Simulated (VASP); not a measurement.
A run of VASP 6.6.1:

The input INCAR:

```
SYSTEM = ZrH5
PREC = Accurate
ENCUT = 500
EDIFF = 1E-6
ISMEAR = 0
SIGMA = 0.2
LREAL = .FALSE.
LASPH = .TRUE.
NELM = 120
ALGO = Normal
ISIF = 2
LWAVE = .FALSE.
LCHARG = .FALSE.
GGA = PE
NBANDS = 18
GGA_COMPAT = .FALSE.
```

KPOINTS

```
Automatic mesh
0
G
  4 4 4
  0 0 0
```

The input POSCAR:

```
ZrH5
1.0
    3.7155105802     -0.0000000023      0.0000000000
   -1.8577552881      3.2177265516      0.0000000000
    0.0000000000      0.0000000000      3.8869875326
Zr H
1 5
Direct
    0.0000000000      0.0000000000      1.1730231707
    0.1793869682      0.8206130318      0.7816540611
    0.1793869682      0.3587739365      0.7816540611
    0.6412260635      0.8206130318      0.7816540611
    0.0000000000      0.0000000000      0.7078438550
    0.6666666667      0.3333333333      0.2306046210
```

Potentials or basis: VASP PAW PBE potentials, release 64 (Zr_sv, H).

The run is started by

```bash
$ cat potpaw_PBE.64/Zr_sv/POTCAR potpaw_PBE.64/H/POTCAR > POTCAR
$ mpirun -np 1 vasp_std > vasp.out
```

Hardware: 1 thread of AMD EPYC 7571, on a shared host.

Q: How long does it take, and how much memory?

A: It took 25 s on 1 thread of AMD EPYC 7571, on a shared host, peak memory 0.12 GiB. Counts: scf iterations 13, k points 13.
